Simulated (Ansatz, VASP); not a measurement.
One calculation of Ru, two programs

INCAR

```
SYSTEM = Ru
PREC     = Accurate       ! precision mode
ENCUT    = 520            ! plane-wave cutoff, eV
EDIFF    = 1E-7           ! SCF threshold, eV
ISMEAR   = 0              ! smearing method
SIGMA    = 0.15           ! smearing width, eV
LREAL    = .False.        ! projectors in reciprocal space
LASPH    = .True.         ! aspherical terms in the spheres
NELM     = 100            ! most SCF steps
ALGO     = Fast           ! electronic algorithm
ISIF     = 2              ! what is computed and relaxed
LWAVE    = .False.        ! write WAVECAR
LCHARG   = .False.        ! write CHGCAR
GGA      = PE             ! functional
NBANDS   = 51             ! bands
```

File KPOINTS:

```
Automatic mesh
0
Gamma
  25 25 5
  0 0 0
```

File POSCAR:

```
Ru
1.0
   -2.7200250909      0.0000000000      0.0000000000
   -1.3600125454     -2.3556108276      0.0000000000
    0.0000000000      0.0000000000     14.8903084894
Ru
6
Direct
    0.3333333333      0.3333333333      0.7935585057
    0.3333333333      0.3333333333      0.2164355401
    0.3333333333      0.3333333333      0.5049970229
    0.6666666667      0.6666666667      0.0721547988
    0.6666666667      0.6666666667      0.3607162815
    0.6666666667      0.6666666667      0.6492777643
```

Input for Ansatz:

```yaml
crystal:
  lattice:
    - [-2.7200250909, 0.0, 0.0]
    - [-1.3600125454, -2.3556108276, 0.0]
    - [0.0, 0.0, 14.8903084894]
  atoms:
    - { symbol: Ru, position: [0.3333333333, 0.3333333333, 0.7935585057] }
    - { symbol: Ru, position: [0.3333333333, 0.3333333333, 0.2164355401] }
    - { symbol: Ru, position: [0.3333333333, 0.3333333333, 0.5049970229] }
    - { symbol: Ru, position: [0.6666666667, 0.6666666667, 0.0721547988] }
    - { symbol: Ru, position: [0.6666666667, 0.6666666667, 0.3607162815] }
    - { symbol: Ru, position: [0.6666666667, 0.6666666667, 0.6492777643] }
basis:
  ecutwfc: 420
kpoints:
  mp_grid: { grid: [25, 25, 5] }
hamiltonian:
  xc: pbe
scf:
  occupations: { method: gaussian, width: 0.15 }
output:
  forces: true
  stress: true
  eigenvalues: true
```

Alike in both runs: task single point; functional PBE; k mesh 25 × 25 × 5; occupations gaussian, width 0.15 eV; no spin polarisation.

|  | VASP | Ansatz |
| --- | --- | --- |
| version | VASP 6.6.1 | Ansatz 0.2.0 |
| potentials or method | VASP PAW PBE potentials, release 64 (Ru_pv), cutoff 520 eV | scalar-relativistic, plane waves, PAW |
| valence electrons in the cell | 84 | 96 |

Ansatz gave:

```
gap on the k mesh at the Fermi level (eV)                     : none
pressure (GPa)                                                : -6.5
traceless stress, the component that is largest in VASP (GPa) : -2.18
rms of the force components (eV/Å)                            : 0.330
```

**Question.** Which values does VASP return?

**Answer.** gap on the k mesh at the Fermi level (eV): none; pressure (GPa): -6.6; traceless stress, the component that is largest in VASP (GPa): -2.15; rms of the force components (eV/Å): 0.329.

Atom by atom the forces differ by 0.001 eV/Å (rms over components). A gap of «none» marks a metal or a gap that the smearing closes. With one functional, cell and mesh, what is left measures potentials, basis and numerics. VASP's potentials hold 84 valence electrons a cell and Ansatz's 96, so a difference there can come from the potentials and not from the codes.
